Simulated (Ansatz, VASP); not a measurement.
## One calculation of Zn, two programs

```
CELL_PARAMETERS angstrom
2.68565 0.00000 0.00000
-1.34282 2.32584 0.00000
0.00000 0.00000 10.05821
ATOMIC_POSITIONS crystal
Zn 0.00000 0.00000 0.00000
Zn 0.00000 0.00000 0.50000
Zn 0.33333 0.66667 0.25000
Zn 0.66667 0.33333 0.75000
```

Alike in both runs: functional revPBE; k mesh 13 × 13 × 4; occupations fermi-dirac, width 0.1 eV; no spin polarisation.

Ansatz relaxed the structure, and its values are those at the end. VASP's run is a single point on that final structure, the one shown.

```csv
,VASP,Ansatz
version,VASP 6.6.1,Ansatz 0.2.0
potentials or method,"VASP PAW PBE potentials, release 64 (Zn), cutoff 520 eV","plane waves (420 eV) with PAW, scalar-relativistic"
valence electrons in the cell,48,48
```

```csv
,VASP,Ansatz,Ansatz less VASP
pressure (GPa),0.3,0.0,-0.28
```

VASP's potentials were made for PBE, not for revPBE.
